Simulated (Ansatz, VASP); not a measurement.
## Two plane-wave programs on InSe

INCAR

```
PREC     = Accurate       # precision mode
ENCUT    = 520            # plane-wave cutoff, eV
EDIFF    = 1E-6           # SCF threshold, eV
ISMEAR   = -1             # smearing method
SIGMA    = 0.05           # smearing width, eV
LREAL    = F              # projectors in reciprocal space
LASPH    = T              # aspherical terms in the spheres
NELM     = 100            # most SCF steps
ALGO     = Normal         # electronic algorithm
ISIF     = 2              # what is computed and relaxed
LWAVE    = F              # write WAVECAR
LCHARG   = F              # write CHGCAR
GGA      = PS             # functional
NBANDS   = 48             # bands
```

The input KPOINTS:

```
Automatic mesh
0
Gamma
  7 7 2
```

The input POSCAR:

```
InSe
1.0
    3.8854361425      0.0000000000      0.0000000000
   -1.9427180713      3.3648864042      0.0000000000
    0.0000000000      0.0000000000     18.0520649100
In Se
4 4
Direct
    0.3333333333      0.6666666667      0.0773904900
    0.3333333333      0.6666666667      0.9226095100
    0.0000000000      0.0000000000      0.4226063200
    0.0000000000      0.0000000000      0.5773936800
    0.3333333333      0.6666666667      0.3529842800
    0.3333333333      0.6666666667      0.6470157200
    0.6666666667      0.3333333333      0.1469999300
    0.6666666667      0.3333333333      0.8530000700
```

input.yaml

```yaml
crystal:
  lattice:
    - [3.8854361425, 0.0, 0.0]
    - [-1.9427180713, 3.3648864042, 0.0]
    - [0.0, 0.0, 18.05206491]
  atoms:
    - { symbol: In, position: [0.3333333333, 0.6666666667, 0.07739049] }
    - { symbol: In, position: [0.3333333333, 0.6666666667, 0.92260951] }
    - { symbol: In, position: [0.0, 0.0, 0.42260632] }
    - { symbol: In, position: [0.0, 0.0, 0.57739368] }
    - { symbol: Se, position: [0.3333333333, 0.6666666667, 0.35298428] }
    - { symbol: Se, position: [0.3333333333, 0.6666666667, 0.64701572] }
    - { symbol: Se, position: [0.6666666667, 0.3333333333, 0.14699993] }
    - { symbol: Se, position: [0.6666666667, 0.3333333333, 0.85300007] }
hamiltonian:
  xc: pbesol
  pseudopotentials: { kind: paw }
kpoints:
  mp_grid: { grid: [7, 7, 2] }
  band_path:
    path:
      - [[0.0, 0.0, 0.0], [0.5, 0.0, 0.0], [0.3333333333, 0.3333333333, 0.0], [0.0, 0.0, 0.0], [0.0, 0.0, 0.5], [0.5, 0.0, 0.5], [0.3333333333, 0.3333333333, 0.5], [0.0, 0.0, 0.5]]
      - [[0.5, 0.0, 0.5], [0.5, 0.0, 0.0]]
      - [[0.3333333333, 0.3333333333, 0.0], [0.3333333333, 0.3333333333, 0.5]]
    npoints: 10
scf:
  occupations: { method: fermi_dirac, width: 0.05 }
  n_extra_bands: 20
output:
  forces: true
  stress: true
  eigenvalues: true
  fatbands: true
```

Alike in both runs: functional PBEsol; k mesh 7 × 7 × 2; occupations fermi-dirac, width 0.05 eV; no spin polarisation.

|  | VASP | Ansatz |
| --- | --- | --- |
| version | VASP 6.6.1 | Ansatz 0.2.0 |
| potentials or method | VASP PAW PBE potentials, release 64 (In_d, Se) | Ansatz PAW |
| plane-wave cutoff (eV) | 520 | 420 |
| valence electrons in the cell | 76 | 116 |
| task | single point | band structure |

```tsv
	VASP	Ansatz	Ansatz less VASP
gap on the k mesh at the Fermi level (eV)	1.15	1.16	+0.011
least direct gap on the mesh (eV)	1.15	1.16	+0.011
pressure (GPa)	3.8	3.7	-0.09
traceless stress, the component that is largest in VASP (GPa)	-1.94	-1.93	+0.014
rms of the force components (eV/Å)	0.439	0.425	-0.0136
```

VASP's potentials were made for PBE, not for PBEsol. Atom by atom the forces differ by 0.014 eV/Å (rms over components). With one functional, cell and mesh, what is left measures potentials, basis and numerics. VASP's potentials hold 76 valence electrons a cell and Ansatz's 116, so a difference there can come from the potentials and not from the codes.
